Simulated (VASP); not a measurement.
Write the native input for VASP 6.6.1 that does the following.

- Task: single point
- Functional: PBE
- Potentials or basis: VASP PAW PBE potentials, release 64 (Pb_d, Te)
- Cutoff: 520 eV
- k mesh: 7 × 7 × 7
- Occupations: gaussian, width 0.018 eV
- Spin: no spin polarisation
- Dipole correction: no
- Further INCAR settings: ALGO = Normal; EDIFF = 1e-06; NBANDS = 17

The structure of TePb lies in POSCAR:

```
TePb
1.0
    4.0022870000      0.0000000000      0.0000000000
    0.0000000000      4.0022870000      0.0000000000
    0.0000000000      0.0000000000      4.0022870000
Pb Te
1 1
Direct
    0.0000000000      0.0000000000      0.0000000000
    0.5000000000      0.5000000000      0.5000000000
```

One way to write it, as run:

INCAR

```
  ALGO = Normal
  EDIFF = 1E-6
  ENCUT = 520
  GGA = PE
  ISIF = 2
  ISMEAR = 0
  LASPH = True
  LCHARG = True
  LELF = True
  LREAL = False
  LVHAR = True
  LWAVE = False
  NBANDS = 17
  NELM = 60
  PREC = Accurate
  SIGMA = 0.018000000000000002
```

KPOINTS

```
k-points
0
Gamma
  7 7 7
```

Potentials or basis: VASP PAW PBE potentials, release 64 (Pb_d, Te).

The run is started by

```sh
$ cat potpaw_PBE.64/Pb_d/POTCAR potpaw_PBE.64/Te/POTCAR > POTCAR
$ mpirun -np 1 vasp_std > vasp.out
```

Results of the run:

- Pressure: 0.0 GPa
- Band gap on the k mesh: zero (band 10 reaches 6.57 eV, above the bottom of band 11 at 5.77 eV)

Caveat: spin-orbit coupling is left out, which moves the levels of the heavy elements.

Run time: 16 s on 1 thread of Intel(R) Xeon(R) 6975P-C (Granite Rapids), on a shared host, peak memory 0.17 GiB.
